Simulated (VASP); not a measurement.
# InSe2 (Fd-3m) in VASP: further runs

InSe2 is run at these levels: r2SCAN; tasks: single point.

All numbers are computed with VASP 6.6.1; they aren't measurements. Logs are shortened: lines on timing, memory, paths and dates and some standing lists are left out, and cuts for length are marked.

### 1 The cell of the first run

Symmetry: Fd-3m, No. 227, cubic system. Conventional cell: a = 8.374 Å, b = 8.374 Å, c = 8.374 Å, α = 90.00°, β = 90.00°, γ = 90.00°. In (site symmetry -43m) has 12 Se at 3.47 Å and 4 In at 3.63 Å within 4.6 Å. Within 3.9 Å of Se (site symmetry -3m) lie 6 Se at 2.96 Å and 6 In at 3.47 Å.

### 2 Single point, r2SCAN

POSCAR

```
InSe2
1.0
    0.0000000000      4.1871067836      4.1871067836
    4.1871067836      0.0000000000      4.1871067836
    4.1871067836      4.1871067836      0.0000000000
In Se
2 4
Direct
    0.0000000000      0.0000000000      0.0000000000
    0.2500000000      0.2500000000      0.2500000000
    0.6250000000      0.6250000000      0.6250000000
    0.1250000000      0.6250000000      0.6250000000
    0.6250000000      0.6250000000      0.1250000000
    0.6250000000      0.1250000000      0.6250000000
```

INCAR.step1

```
ALGO = Normal
EDIFF = 1E-4
ENCUT = 520
GGA = PE
ISMEAR = 0
LASPH = True
LCHARG = False
LREAL = False
LWAVE = True
NBANDS = 34
NELM = 100
PREC = Accurate
SIGMA = 0.1
```

INCAR.step2

```
ALGO = Normal
EDIFF = 1E-6
ENCUT = 520
ISIF = 2
ISMEAR = 0
ISTART = 1
LASPH = True
LCHARG = True
LELF = True
LMIXTAU = True
LREAL = False
LVHAR = True
LWAVE = False
METAGGA = R2SCAN
NBANDS = 34
NELM = 100
PREC = Accurate
SIGMA = 0.1
```

KPOINTS

```
k-points
0
Gamma
  4 4 4
```

Potentials or basis: VASP PAW PBE potentials, release 64 (In_d, Se).

Started as:

```console
$ cat potpaw_PBE.64/In_d/POTCAR potpaw_PBE.64/Se/POTCAR > POTCAR
$ cp INCAR.step1 INCAR
$ mpirun -np 1 vasp_std > vasp.out
$ cp INCAR.step2 INCAR
$ mpirun -np 1 vasp_std > vasp.out
```

OUTCAR:

```text
EDIFF = 1E-6
   ENCUT = 520
   ISIF = 2
   ISMEAR = 0
   ISTART = 1
   LASPH = True
   LREAL = False
   METAGGA = R2SCAN
   NELM = 100
   PREC = Accurate

 ion  position               nearest neighbor table
   1  0.000  0.000  0.000-   2 3.63   2 3.63   2 3.63   2 3.63
   2  0.250  0.250  0.250-   1 3.63   1 3.63   1 3.63   1 3.63
   3  0.625  0.625  0.625-
   4  0.125  0.625  0.625-
   5  0.625  0.625  0.125-
   6  0.625  0.125  0.625-

  LATTYP: Found a face centered cubic cell.
 ALAT       =     8.3742135672

  Lattice vectors:

 A1 = (   0.0000000000,   4.1871067836,   4.1871067836)
 A2 = (   4.1871067836,   0.0000000000,   4.1871067836)
 A3 = (   4.1871067836,   4.1871067836,   0.0000000000)

Analysis of symmetry for initial positions (statically):
=====================================================================
 Subroutine PRICEL returns:
 Original cell was already a primitive cell.

 Routine SETGRP: Setting up the symmetry group for a
 face centered cubic supercell.

 Subroutine GETGRP returns: Found 48 space group operations
 (whereof 24 operations were pure point group operations)
 out of a pool of 48 trial point group operations.

The static configuration has the point symmetry T_d .
 The point group associated with its full space group is O_h .

Analysis of symmetry for dynamics (positions and initial velocities):
=====================================================================
 Subroutine PRICEL returns:
 Original cell was already a primitive cell.

 Routine SETGRP: Setting up the symmetry group for a
 face centered cubic supercell.

 Subroutine GETGRP returns: Found 48 space group operations
 (whereof 24 operations were pure point group operations)
 out of a pool of 48 trial point group operations.

The dynamic configuration has the point symmetry T_d .
 The point group associated with its full space group is O_h .

 Subroutine INISYM returns: Found 48 space group operations
 (whereof 24 operations are pure point group operations),
 and found     1 'primitive' translations

----------------------------------------------------------------------------------------

                                     Primitive cell

  volume of cell :     146.8156

  direct lattice vectors                    reciprocal lattice vectors
     0.000000000  4.187106784  4.187106784    -0.119414198  0.119414198  0.119414198
     4.187106784  0.000000000  4.187106784     0.119414198 -0.119414198  0.119414198
     4.187106784  4.187106784  0.000000000     0.119414198  0.119414198 -0.119414198

  length of vectors
     5.921463200  5.921463200  5.921463200     0.206831459  0.206831459  0.206831459

  position of ions in fractional coordinates (direct lattice)
     0.000000000  0.000000000  0.000000000
     0.250000000  0.250000000  0.250000000
     0.625000000  0.625000000  0.625000000
     0.125000000  0.625000000  0.625000000
     0.625000000  0.625000000  0.125000000
     0.625000000  0.125000000  0.625000000

  ion indices of the primitive-cell ions
   primitive index   ion index
                 1           1
                 2           2
                 3           3
                 4           4
                 5           5
                 6           6

----------------------------------------------------------------------------------------

 KPOINTS: k-points

Automatic generation of k-mesh.
 Grid dimensions read from file:
 generate k-points for:    4    4    4

 Generating k-lattice:

  Cartesian coordinates                     Fractional coordinates (reciprocal lattice)
    -0.029853550  0.029853550  0.029853550     0.250000000  0.000000000  0.000000000
     0.029853550 -0.029853550  0.029853550     0.000000000  0.250000000  0.000000000
     0.029853550  0.029853550 -0.029853550     0.000000000  0.000000000  0.250000000

  Length of vectors
     0.051707865  0.051707865  0.051707865

  Shift w.r.t. Gamma in fractional coordinates (k-lattice)
     0.000000000  0.000000000  0.000000000

 Subroutine IBZKPT returns following result:
 ===========================================

 Found      8 irreducible k-points:

 Following reciprocal coordinates:
            Coordinates               Weight
  0.000000  0.000000  0.000000      1.000000
  0.250000  0.000000  0.000000      8.000000
  0.500000  0.000000  0.000000      4.000000
  0.250000  0.250000  0.000000      6.000000
  0.500000  0.250000  0.000000     24.000000
 -0.250000  0.250000  0.000000     12.000000
  0.500000  0.500000  0.000000      3.000000
 -0.250000  0.500000  0.250000      6.000000
   k-points           NKPTS =      8   k-points in BZ     NKDIM =      8   number of bands    NBANDS=     34
   number of dos      NEDOS =    301   number of ions     NIONS =      6
   total plane-waves  NPLWV = 110592
   dimension x,y,z NGX =    48 NGY =   48 NGZ =   48
   dimension x,y,z NGXF=    96 NGYF=   96 NGZF=   96
   ions per type =               2   4
   NGX,Y,Z   is equivalent  to a cutoff of  13.48, 13.48, 13.48 a.u.
   NGXF,Y,Z  is equivalent  to a cutoff of  26.95, 26.95, 26.95 a.u.
 SYSTEM =  unknown system
   PREC   = accura    normal or accurate (medium, high low for compatibility)
   ISTART =      1    job   : 0-new  1-cont  2-samecut
   ICHARG =      0    charge: 1-file 2-atom 10-const
   ISPIN  =      1    spin polarized calculation?
   LNONCOLLINEAR =      F non collinear calculations
   LSORBIT =      F    spin-orbit coupling
   LASPH  =      T    aspherical Exc in radial PAW
   ENCUT  =  520.0 eV  38.22 Ry    6.18 a.u.  11.01 11.01 11.01*2*pi/ulx,y,z
   NELM   =    100;   NELMIN=  2; NELMDL=  0     # of ELM steps
   EDIFF  = 0.1E-05   stopping-criterion for ELM
   LREAL  =      F    real-space projection
   EDIFFG = 0.1E-04   stopping-criterion for IOM
   NSW    =      0    number of steps for IOM
   IBRION =     -1    ionic relax: 0-MD 1-quasi-New 2-CG
   NFREE  =      0    steps in history (QN), initial steepest desc. (CG)
   ISIF   =      2    stress and relaxation
   ISYM   =      2    0-nonsym 1-usesym 2-fastsym
   POTIM  = 0.5000    time-step for ionic-motion
   TEBEG  =    0.0;   TEEND  =   0.0 temperature during run
   PSTRESS=    0.0 pullay stress
   NELECT =      50.0000    total number of electrons
   NUPDOWN=      -1.0000    fix difference up-down
   EMIN   =  10.00;   EMAX   =-10.00  energy-range for DOS
   EFERMI =   0.00;   METHOD = LEGACY
   ISMEAR =     0;   SIGMA  =   0.10  broadening in eV -4-tet -1-fermi 0-gaus
   EFERMI_NEDOS =   21; number of points for ismear=-14 and -15
   IALGO  =     38    algorithm
   IMIX   =      4    mixing-type and parameters
     AMIX     =   0.40;   BMIX     =  1.00
     AMIX_MAG =   1.60;   BMIX_MAG =  1.00
  volume/ion in A,a.u.               =      24.47       165.13
  Fermi-wavevector in a.u.,A,eV,Ry     =   1.143249  2.160427 17.783061  1.307018
  Thomas-Fermi vector in A             =   2.279945
   LORBIT       =      0    0 simple, 1 ext, 2 COOP (PROOUT), +10 PAW based schemes
   METAGGA = R2SCAN    functional components
   LHFCALC =     F    Hartree Fock is set to
   AEXX    =    0.0000 exact exchange contribution
   IVDW    =     0    specifies the selected vdW correction
   LEPSILON=     F    determine dielectric tensor
   LRPA    =     F    only Hartree local field effects (RPA)
 non-spin polarized calculation
 Gauss-broadening in eV      SIGMA  =   0.10
  energy-cutoff  :      520.00
  volume of cell :      146.82
 maximum number of plane-waves:      3984
 NGX is ok and might be reduce to    48
   NGX = 21   NGY = 21   NGZ = 21

 number of electron      50.0000002 magnetization

 Free energy of the ion-electron system (eV)
  ---------------------------------------------------
  ext. energy  EPLUGINS =         0.00000000
  ---------------------------------------------------
  free energy    TOTEN  =      -100.42723297 eV

  energy without entropy =     -100.39182903  energy(sigma->0) =     -100.40953100

 E-fermi :   5.2630     XC(G=0): -10.4123

 val. band max:        5.2505202896   @ k =   0.5000   0.2500   0.0000
 cond. band min:       5.3331114417   @ k =  -0.2500   0.2500   0.0000
 fundamental gap:      0.0825911521
 Fermi energy:         5.2630434909

 k-point     1 :       0.0000    0.0000    0.0000
  band No.  band energies     occupation
      1     -10.5123      2.00000
      2      -9.7903      2.00000
      3      -9.7903      2.00000
      4      -9.7903      2.00000
      5      -9.7696      2.00000
      6      -9.7696      2.00000
[... 26 lines left out ...]
     33      12.0799      0.00000
     34      12.0799      0.00000

 k-point     2 :       0.2500    0.0000    0.0000
  band No.  band energies     occupation
      1     -10.2821      2.00000
      2      -9.7967      2.00000
      3      -9.7967      2.00000
      4      -9.7735      2.00000
      5      -9.7619      2.00000
      6      -9.7619      2.00000
[... 26 lines left out ...]
     33      11.4397      0.00000
     34      11.4397      0.00000

 k-point     3 :       0.5000    0.0000    0.0000
  band No.  band energies     occupation
      1      -9.9829      2.00000
      2      -9.7892      2.00000
      3      -9.7892      2.00000
      4      -9.7725      2.00000
      5      -9.7725      2.00000
      6      -9.7239      2.00000
[... 26 lines left out ...]
     33      10.4428      0.00000
     34      10.6716      0.00000

 k-point     4 :       0.2500    0.2500    0.0000
  band No.  band energies     occupation
      1     -10.2044      2.00000
      2      -9.8190      2.00000
      3      -9.7878      2.00000
      4      -9.7878      2.00000
      5      -9.7573      2.00000
      6      -9.7448      2.00000
[... 26 lines left out ...]
     33      10.9487      0.00000
     34      10.9487      0.00000

 k-point     5 :       0.5000    0.2500    0.0000
  band No.  band energies     occupation
      1      -9.9378      2.00000
      2      -9.8230      2.00000
      3      -9.7921      2.00000
      4      -9.7534      2.00000
      5      -9.7518      2.00000
      6      -9.7420      2.00000
[... 26 lines left out ...]
     33      10.1850      0.00000
     34      10.4783      0.00000

 k-point     6 :      -0.2500    0.2500    0.0000
  band No.  band energies     occupation
      1     -10.0119      2.00000
      2      -9.8040      2.00000
      3      -9.7832      2.00000
      4      -9.7644      2.00000
      5      -9.7494      2.00000
      6      -9.7396      2.00000
[... 26 lines left out ...]
     33      10.5283      0.00000
     34      10.8566      0.00000

 k-point     7 :       0.5000    0.5000    0.0000
  band No.  band energies     occupation
      1      -9.8702      2.00000
      2      -9.8701      2.00000
      3      -9.7920      2.00000
      4      -9.7920      2.00000
      5      -9.7289      2.00000
      6      -9.7289      2.00000
[... 26 lines left out ...]
     33       9.3079      0.00000
     34       9.3079      0.00000

 k-point     8 :      -0.2500    0.5000    0.2500
  band No.  band energies     occupation
      1      -9.8690      2.00000
      2      -9.8690      2.00000
      3      -9.7535      2.00000
      4      -9.7535      2.00000
      5      -9.7513      2.00000
      6      -9.7513      2.00000
[... 26 lines left out ...]
     33      10.3591      0.00000
     34      10.3592      0.00000

------------------------ aborting loop because EDIFF is reached ----------------------------------------

  FORCE on cell =-STRESS in cart. coord.  units (eV):
  Direction    XX          YY          ZZ          XY          YZ          ZX
  --------------------------------------------------------------------------------------
  -------------------------------------------------------------------------------------
  Total        2.2733076      2.2733076      2.2733076      0.0000000     -0.0000000      0.0000000
  in kB       24.8082814     24.8082814     24.8082814      0.0000000     -0.0000000      0.0000000
  external PRESSURE =      24.8082814 kB  Pullay stress =       0.0000000 kB

 VOLUME and BASIS-vectors are now :
 -----------------------------------------------------------------------------
  energy-cutoff  :      520.00
  volume of cell :      146.82
      direct lattice vectors                 reciprocal lattice vectors
     0.000000000  4.187106784  4.187106784    -0.119414198  0.119414198  0.119414198
     4.187106784  0.000000000  4.187106784     0.119414198 -0.119414198  0.119414198
     4.187106784  4.187106784  0.000000000     0.119414198  0.119414198 -0.119414198

 POSITION                                       TOTAL-FORCE (eV/Angst)
 -----------------------------------------------------------------------------------
      0.00000      0.00000      0.00000         0.000000      0.000000      0.000000
      2.09355      2.09355      2.09355        -0.000000     -0.000000     -0.000000
      5.23388      5.23388      5.23388        -0.000000      0.000000      0.000000
      5.23388      3.14033      3.14033        -0.000000      0.000000      0.000000
      3.14033      3.14033      5.23388        -0.000000      0.000000      0.000000
      3.14033      5.23388      3.14033        -0.000000      0.000000      0.000000
 -----------------------------------------------------------------------------------
    total drift:                               -0.000000      0.000000     -0.000000

  FREE ENERGIE OF THE ION-ELECTRON SYSTEM (eV)
  ---------------------------------------------------
  free  energy   TOTEN  =      -100.4272329684 eV

  energy  without entropy=     -100.3918290276  energy(sigma->0) =     -100.40953100
```

Run time: 1.9 min. Hardware: 1 thread of Intel Xeon Platinum 8488C (Sapphire Rapids), shared host; peak memory 0.36 GiB.

What came out:

* Free energy: -100.4272 eV
* Pressure: 2.5 GPa
* Band gap on the k mesh: zero (band 25 reaches 5.74 eV, above the bottom of band 26 at 4.46 eV)

Caveat: the PAW data sets were made with another functional, which shifts forces and pressure a little; spin-orbit coupling is left out, which moves the levels of the heavy elements.

### 3 Single point, r2SCAN

This run uses another cell than the first one, of 25.21 Å³/atom, 1.030 times its volume.

POSCAR: that of step 2 with these lines changed.

```diff
@@ -2,5 +2,5 @@
 1.0
-    0.0000000000      4.1871067836      4.1871067836
-    4.1871067836      0.0000000000      4.1871067836
-    4.1871067836      4.1871067836      0.0000000000
+    0.0000000000      4.2288772182      4.2288772182
+    4.2288772182      0.0000000000      4.2288772182
+    4.2288772182      4.2288772182      0.0000000000
 In Se
```

INCAR.step1

```
SYSTEM = InSe2
ALGO = Normal
EDIFF = 1E-4
ENCUT = 520
GGA = PE
ISMEAR = 0
LASPH = .True.
LCHARG = .False.
LREAL = .False.
LWAVE = .True.
NBANDS = 34
NELM = 60
PREC = Accurate
SIGMA = 0.1
```

INCAR.step2

```
SYSTEM = InSe2
ALGO = Normal
EDIFF = 1E-7
ENCUT = 520
ISIF = 2
ISMEAR = 0
ISTART = 1
LASPH = .True.
LCHARG = .True.
LELF = .True.
LMIXTAU = .True.
LREAL = .False.
LVHAR = .True.
LWAVE = .False.
METAGGA = R2SCAN
NBANDS = 34
NELM = 60
PREC = Accurate
SIGMA = 0.1
```

KPOINTS

```
k-points
0
Gamma
  8 8 8
  0 0 0
```

Potentials or basis: VASP PAW PBE potentials, release 64 (In_d, Se).

Started as:

```console
$ cat potpaw_PBE.64/In_d/POTCAR potpaw_PBE.64/Se/POTCAR > POTCAR
$ cp INCAR.step1 INCAR
$ mpirun -np 1 vasp_std > vasp.out
$ cp INCAR.step2 INCAR
$ mpirun -np 1 vasp_std > vasp.out
```

It took 11 min on 1 thread of Intel Xeon Platinum 8488C (Sapphire Rapids), shared host; peak memory 0.43 GiB.

Results (log left out):

```
Free energy            : -100.8878 eV
Pressure               : 0.0 GPa
Band gap on the k mesh : zero (band 25 reaches 5.75 eV, above the bottom of band 26 at 4.09 eV)
```

Levels at points of the mesh, in eV from the Fermi level:
| k point | band 22 | band 23 | band 24 | band 25 | band 26 | band 27 | band 28 | band 29 |
| --- | --- | --- | --- | --- | --- | --- | --- | --- |
| (0.00, 0.00, 0.00) | -2.15 | 0.52 | 0.52 | 0.52 | 0.93 | 0.93 | 0.93 | 1.90 |
| (0.50, 0.00, 0.00) | -2.15 | -2.02 | -2.02 | -0.77 | 0.98 | 1.81 | 1.81 | 1.89 |
| (0.50, 0.50, 0.00) | -2.03 | -1.84 | -1.84 | -0.88 | -0.88 | 1.74 | 1.74 | 2.89 |

Caveat: the PAW data sets were made with another functional, which shifts forces and pressure a little; spin-orbit coupling is left out, which moves the levels of the heavy elements.
